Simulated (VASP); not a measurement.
# BeS (I-4m2) in VASP: notebook

Runs on BeS. Level: r2SCAN. Tasks: single point.

Program: VASP 6.6.1. These are calculated values, not measurements. Logs are shortened: lines on timing, memory, paths and dates and some standing lists are left out, and cuts for length are marked.

## Step 1: The cell of the first run

It takes space group I-4m2 (No. 119, tetragonal). The conventional cell has a = 3.429 Å, b = 3.429 Å, c = 4.705 Å, α = 90.00°, β = 90.00°, γ = 90.00°. Within 2.8 Å of Be (site symmetry -4m2) lie 4 S at 2.08 Å. S (site symmetry -4m2) has 4 Be at 2.08 Å within 2.8 Å.

## Step 2: Single point, r2SCAN (strain +0.000 along x and y, -0.030 along z)

Input file POSCAR:

```
BeS
1.0
    0.0000000000      2.4250000000      2.3522500000
    2.4250000000      0.0000000000      2.3522500000
    2.4250000000      2.4250000000      0.0000000000
Be S
1 1
Direct
    0.0000000000      0.0000000000      0.0000000000
    0.7500000000      0.7500000000      0.7500000000
```

Input file INCAR.step1:

```
PREC = Accurate
ENCUT = 520
ISMEAR = 0
SIGMA = 0.05
LREAL = False
LASPH = True
NELM = 60
NBANDS = 11
GGA = PE
ALGO = Normal
EDIFF = 1E-4
LWAVE = True
LCHARG = False
```

Input file INCAR.step2:

```
PREC = Accurate
ENCUT = 520
EDIFF = 1E-6
ISMEAR = 0
SIGMA = 0.05
LREAL = False
LASPH = True
NELM = 60
ALGO = Normal
ISIF = 2
LWAVE = False
LCHARG = False
METAGGA = R2SCAN
LMIXTAU = True
NBANDS = 11
ISTART = 1
```

Input file KPOINTS:

```
Automatic mesh
0
Gamma
  8 8 8
```

Potentials or basis: VASP PAW PBE potentials, release 64 (Be, S).

Run with:

```
$ cat potpaw_PBE.64/Be/POTCAR potpaw_PBE.64/S/POTCAR > POTCAR
$ cp INCAR.step1 INCAR
$ mpirun -np 1 vasp_std > vasp.out
$ cp INCAR.step2 INCAR
$ mpirun -np 1 vasp_std > vasp.out
```

OUTCAR:

```text
PREC = Accurate
   ENCUT = 520
   EDIFF = 1E-6
   ISMEAR = 0
   LREAL = False
   LASPH = True
   NELM = 60
   ISIF = 2
   METAGGA = R2SCAN
   ISTART = 1

 ion  position               nearest neighbor table
   1  0.000  0.000  0.000-   2 2.08   2 2.08   2 2.08   2 2.08
   2  0.750  0.750  0.750-   1 2.08   1 2.08   1 2.08   1 2.08

  LATTYP: Found a body centered tetragonal cell.
 ALAT       =     3.4294678888
 C/A-ratio  =     1.3717871555

  Lattice vectors:

 A1 = (   0.0000000000,  -2.4250000000,  -2.3522500000)
 A2 = (   0.0000000000,   2.4250000000,  -2.3522500000)
 A3 = (   2.4250000000,   0.0000000000,   2.3522500000)

Analysis of symmetry for initial positions (statically):
=====================================================================
 Subroutine PRICEL returns:
 Original cell was already a primitive cell.

 Routine SETGRP: Setting up the symmetry group for a
 body centered tetragonal supercell.

 Subroutine GETGRP returns: Found  8 space group operations
 (whereof  8 operations were pure point group operations)
 out of a pool of 16 trial point group operations.

The static configuration has the point symmetry D_2d.

Analysis of symmetry for dynamics (positions and initial velocities):
=====================================================================
 Subroutine PRICEL returns:
 Original cell was already a primitive cell.

 Routine SETGRP: Setting up the symmetry group for a
 body centered tetragonal supercell.

 Subroutine GETGRP returns: Found  8 space group operations
 (whereof  8 operations were pure point group operations)
 out of a pool of 16 trial point group operations.

The dynamic configuration has the point symmetry D_2d.

 Subroutine INISYM returns: Found  8 space group operations
 (whereof  8 operations are pure point group operations),
 and found     1 'primitive' translations

----------------------------------------------------------------------------------------

                                     Primitive cell

  volume of cell :      27.6654

  direct lattice vectors                    reciprocal lattice vectors
     0.000000000  2.425000000  2.352250000    -0.206185567  0.206185567  0.212562440
     2.425000000  0.000000000  2.352250000     0.206185567 -0.206185567  0.212562440
     2.425000000  2.425000000  0.000000000     0.206185567  0.206185567 -0.212562440

  length of vectors
     3.378417538  3.378417538  3.429467889     0.360843134  0.360843134  0.360843134

  position of ions in fractional coordinates (direct lattice)
     0.000000000  0.000000000  0.000000000
     0.750000000  0.750000000  0.750000000

  ion indices of the primitive-cell ions
   primitive index   ion index
                 1           1
                 2           2

----------------------------------------------------------------------------------------

 KPOINTS: Automatic mesh

Automatic generation of k-mesh.
 Grid dimensions read from file:
 generate k-points for:    8    8    8

 Generating k-lattice:

  Cartesian coordinates                     Fractional coordinates (reciprocal lattice)
    -0.025773196  0.025773196  0.026570305     0.125000000  0.000000000  0.000000000
     0.025773196 -0.025773196  0.026570305     0.000000000  0.125000000  0.000000000
     0.025773196  0.025773196 -0.026570305     0.000000000  0.000000000  0.125000000

  Length of vectors
     0.045105392  0.045105392  0.045105392

  Shift w.r.t. Gamma in fractional coordinates (k-lattice)
     0.000000000  0.000000000  0.000000000

 Subroutine IBZKPT returns following result:
 ===========================================

 Found     59 irreducible k-points:

 Following reciprocal coordinates:
            Coordinates               Weight
  0.000000  0.000000  0.000000      1.000000
  0.125000  0.000000  0.000000      8.000000
  0.250000  0.000000  0.000000      8.000000
  0.375000  0.000000  0.000000      8.000000
  0.500000  0.000000  0.000000      4.000000
  0.125000  0.125000  0.000000      2.000000
[... 16 lines left out ...]
  0.250000  0.000000  0.125000     16.000000
  0.375000  0.000000  0.125000     16.000000
 [... further k-points ...]
   k-points           NKPTS =     59   k-points in BZ     NKDIM =     59   number of bands    NBANDS=     11
   number of dos      NEDOS =    301   number of ions     NIONS =      2
   total plane-waves  NPLWV =  21952
   dimension x,y,z NGX =    28 NGY =   28 NGZ =   28
   dimension x,y,z NGXF=    56 NGYF=   56 NGZF=   56
   ions per type =               1   1
   NGX,Y,Z   is equivalent  to a cutoff of  13.78, 13.78, 13.57 a.u.
   NGXF,Y,Z  is equivalent  to a cutoff of  27.56, 27.56, 27.15 a.u.
 SYSTEM =  unknown system
   PREC   = accura    normal or accurate (medium, high low for compatibility)
   ISTART =      1    job   : 0-new  1-cont  2-samecut
   ICHARG =      0    charge: 1-file 2-atom 10-const
   ISPIN  =      1    spin polarized calculation?
   LNONCOLLINEAR =      F non collinear calculations
   LSORBIT =      F    spin-orbit coupling
   LASPH  =      T    aspherical Exc in radial PAW
   ENCUT  =  520.0 eV  38.22 Ry    6.18 a.u.   6.28  6.28  6.38*2*pi/ulx,y,z
   NELM   =     60;   NELMIN=  2; NELMDL=  0     # of ELM steps
   EDIFF  = 0.1E-05   stopping-criterion for ELM
   LREAL  =      F    real-space projection
   EDIFFG = 0.1E-04   stopping-criterion for IOM
   NSW    =      0    number of steps for IOM
   IBRION =     -1    ionic relax: 0-MD 1-quasi-New 2-CG
   NFREE  =      0    steps in history (QN), initial steepest desc. (CG)
   ISIF   =      2    stress and relaxation
   ISYM   =      2    0-nonsym 1-usesym 2-fastsym
   POTIM  = 0.5000    time-step for ionic-motion
   TEBEG  =    0.0;   TEEND  =   0.0 temperature during run
   PSTRESS=    0.0 pullay stress
   NELECT =       8.0000    total number of electrons
   NUPDOWN=      -1.0000    fix difference up-down
   EMIN   =  10.00;   EMAX   =-10.00  energy-range for DOS
   EFERMI =   0.00;   METHOD = LEGACY
   ISMEAR =     0;   SIGMA  =   0.05  broadening in eV -4-tet -1-fermi 0-gaus
   EFERMI_NEDOS =   21; number of points for ismear=-14 and -15
   IALGO  =     38    algorithm
   IMIX   =      4    mixing-type and parameters
     AMIX     =   0.40;   BMIX     =  1.00
     AMIX_MAG =   1.60;   BMIX_MAG =  1.00
  volume/ion in A,a.u.               =      13.83        93.35
  Fermi-wavevector in a.u.,A,eV,Ry     =   1.082578  2.045776 15.945688  1.171975
  Thomas-Fermi vector in A             =   2.218623
   LORBIT       =      0    0 simple, 1 ext, 2 COOP (PROOUT), +10 PAW based schemes
   METAGGA = R2SCAN    functional components
   LHFCALC =     F    Hartree Fock is set to
   AEXX    =    0.0000 exact exchange contribution
   IVDW    =     0    specifies the selected vdW correction
   LEPSILON=     F    determine dielectric tensor
   LRPA    =     F    only Hartree local field effects (RPA)
 non-spin polarized calculation
 Gauss-broadening in eV      SIGMA  =   0.05
  energy-cutoff  :      520.00
  volume of cell :       27.67
 maximum number of plane-waves:       756
 NGX is ok and might be reduce to    28
   NGX = 13   NGY = 13   NGZ = 13

 number of electron       8.0000000 magnetization

 Free energy of the ion-electron system (eV)
  ---------------------------------------------------
  ext. energy  EPLUGINS =         0.00000000
  ---------------------------------------------------
  free energy    TOTEN  =       -14.76305664 eV

  energy without entropy =      -14.76305664  energy(sigma->0) =      -14.76305664

 E-fermi :   4.6471     XC(G=0): -10.3170

 val. band max:        4.4008842392   @ k =   0.0000   0.0000   0.0000
 cond. band min:       7.6293591288   @ k =   0.5000   0.5000   0.0000
 fundamental gap:      3.2284748897
 Fermi energy:         4.6470611774

 k-point     1 :       0.0000    0.0000    0.0000
  band No.  band energies     occupation
      1     -10.2218      2.00000
      2       4.2371      2.00000
      3       4.2371      2.00000
      4       4.4009      2.00000
      5      10.5152      0.00000
      6      10.5451      0.00000
      7      10.5451      0.00000
      8      11.2547      0.00000
      9      17.4210      0.00000
     10      18.0955      0.00000
     11      20.4589      0.00000

 k-point     2 :       0.1250    0.0000    0.0000
  band No.  band energies     occupation
      1     -10.0288      2.00000
      2       3.0396      2.00000
      3       4.0077      2.00000
      4       4.1556      2.00000
      5      10.5831      0.00000
      6      10.9232      0.00000
      7      10.9336      0.00000
      8      12.4549      0.00000
      9      16.8091      0.00000
     10      17.3260      0.00000
     11      20.2355      0.00000

 k-point     3 :       0.2500    0.0000    0.0000
  band No.  band energies     occupation
      1      -9.4954      2.00000
      2       0.8055      2.00000
      3       3.5491      2.00000
      4       3.7652      2.00000
      5      10.5452      0.00000
      6      11.4281      0.00000
      7      11.5734      0.00000
      8      14.6470      0.00000
      9      16.7767      0.00000
     10      16.9553      0.00000
     11      19.7544      0.00000

 k-point     4 :       0.3750    0.0000    0.0000
  band No.  band energies     occupation
      1      -8.8134      2.00000
      2      -1.0897      2.00000
      3       3.1781      2.00000
      4       3.4517      2.00000
      5      10.4709      0.00000
      6      11.3833      0.00000
      7      11.7063      0.00000
      8      16.1441      0.00000
      9      18.2674      0.00000
     10      18.4587      0.00000
     11      20.0550      0.00000
[... 239 lines left out ...]
 k-point    22 :       0.1250    0.0000    0.1250
  band No.  band energies     occupation
      1      -9.9702      2.00000
      2       3.2570      2.00000
      3       3.6472      2.00000
      4       3.7675      2.00000
      5      10.1086      0.00000
      6      11.4402      0.00000
      7      11.6720      0.00000
      8      12.3023      0.00000
      9      15.6648      0.00000
     10      18.2607      0.00000
     11      20.9896      0.00000

 k-point    23 :       0.2500    0.0000    0.1250
  band No.  band energies     occupation
      1      -9.5539      2.00000
      2       1.5219      2.00000
      3       3.1984      2.00000
      4       3.3878      2.00000
      5      10.2366      0.00000
      6      11.8733      0.00000
      7      12.4683      0.00000
      8      13.0156      0.00000
      9      16.0614      0.00000
     10      18.2810      0.00000
     11      21.0517      0.00000

 k-point    24 :       0.3750    0.0000    0.1250
  band No.  band energies     occupation
      1      -8.9084      2.00000
      2      -0.4165      2.00000
      3       2.7904      2.00000
      4       2.9742      2.00000
      5      10.4931      0.00000
      6      11.8256      0.00000
      7      12.6756      0.00000
      8      14.0435      0.00000
      9      18.1423      0.00000
     10      19.2355      0.00000
     11      20.5789      0.00000

 [... further k-points ...]
[... 5 lines left out ...]
  --------------------------------------------------------------------------------------
  -------------------------------------------------------------------------------------
  Total        0.6436806      0.6436806      1.1502310      0.0000000      0.0000000      0.0000000
  in kB       37.2772650     37.2772650     66.6129524      0.0000000      0.0000000      0.0000000
  external PRESSURE =      47.0558275 kB  Pullay stress =       0.0000000 kB

 VOLUME and BASIS-vectors are now :
 -----------------------------------------------------------------------------
  energy-cutoff  :      520.00
  volume of cell :       27.67
      direct lattice vectors                 reciprocal lattice vectors
     0.000000000  2.425000000  2.352250000    -0.206185567  0.206185567  0.212562440
     2.425000000  0.000000000  2.352250000     0.206185567 -0.206185567  0.212562440
     2.425000000  2.425000000  0.000000000     0.206185567  0.206185567 -0.212562440

 POSITION                                       TOTAL-FORCE (eV/Angst)
 -----------------------------------------------------------------------------------
      0.00000      0.00000      0.00000         0.000000      0.000000      0.000000
      3.63750      3.63750      3.52838        -0.000000     -0.000000     -0.000000
 -----------------------------------------------------------------------------------
    total drift:                               -0.000000     -0.000000     -0.000000

  FREE ENERGIE OF THE ION-ELECTRON SYSTEM (eV)
  ---------------------------------------------------
  free  energy   TOTEN  =       -14.7630566394 eV

  energy  without entropy=      -14.7630566394  energy(sigma->0) =      -14.76305664
```

Run time: 60 s. Hardware: 1 thread of Intel Xeon Platinum 8488C (Sapphire Rapids), shared host; peak memory 0.16 GiB.

What came out:

- Free energy: -14.7631 eV
- Pressure: 4.7 GPa
- Band gap on the k mesh: 3.23 eV, indirect (least direct gap 6.11 eV)

Caveat: the cell differs from its parent crystal (strain +0.000 along x and y, -0.030 along z); the PAW data sets were made with another functional, which shifts forces and pressure a little. A k mesh can miss the band edges.

## Step 3: Single point, r2SCAN (strain -0.015 along x and y, +0.000 along z)

Input file POSCAR:

```
BeS
1.0
    0.0000000000      2.3886250000      2.4250000000
    2.3886250000      0.0000000000      2.4250000000
    2.3886250000      2.3886250000      0.0000000000
Be S
1 1
Direct
    0.0000000000      0.0000000000      0.0000000000
    0.7500000000      0.7500000000      0.7500000000
```

Input file INCAR.step1:

```
ALGO = Normal ; EDIFF = 1E-4
ENCUT = 520 ; GGA = PE
ISMEAR = 0 ; LASPH = True
LCHARG = False ; LREAL = False
LWAVE = True ; NBANDS = 11
NELM = 60 ; PREC = Accurate
SIGMA = 0.05
```

Input file INCAR.step2:

```
ALGO = Normal ; EDIFF = 1E-6
ENCUT = 520 ; ISIF = 2
ISMEAR = 0 ; ISTART = 1
LASPH = True ; LCHARG = True
LELF = True ; LMIXTAU = True
LREAL = False ; LVHAR = True
LWAVE = False ; METAGGA = R2SCAN
NBANDS = 11 ; NELM = 60
PREC = Accurate ; SIGMA = 0.05
```

Input file KPOINTS:

```
k-points
0
Gamma
  8 8 8
```

Potentials or basis: VASP PAW PBE potentials, release 64 (Be, S).

Run with:

```
$ cat potpaw_PBE.64/Be/POTCAR potpaw_PBE.64/S/POTCAR > POTCAR
$ cp INCAR.step1 INCAR
$ mpirun -np 1 vasp_std > vasp.out
$ cp INCAR.step2 INCAR
$ mpirun -np 1 vasp_std > vasp.out
```

Wall time 59 s (1 thread of Intel Xeon Platinum 8488C (Sapphire Rapids), shared host); peak memory 0.16 GiB.

It converged, with:

| Property | Result |
| --- | --- |
| Free energy | -14.7671 eV |
| Pressure | 4.7 GPa |
| Band gap on the k mesh | 3.43 eV, indirect (least direct gap 6.20 eV) |

Stress tensor (GPa, compression positive):
```
5.22 0.00 0.00
0.00 5.22 0.00
0.00 0.00 3.63
```

Levels at points of the mesh, in eV from the valence-band top:
```
           k point  band 2  band 3  band 4  band 5  band 6  band 7
(0.00, 0.00, 0.00)   -0.09    0.00    0.00    6.20    6.20    6.22
(0.50, 0.00, 0.00)   -6.19   -1.21   -1.06    6.16    7.04    7.17
(0.50, 0.50, 0.00)   -5.45   -2.77   -2.77    3.56    5.42   14.08
(0.50, 0.00, 0.50)   -5.35   -2.91   -2.88    3.43    5.28   14.00
```

Caveat: the cell differs from its parent crystal (strain -0.015 along x and y, +0.000 along z); the PAW data sets were made with another functional, which shifts forces and pressure a little. A k mesh can miss the band edges.
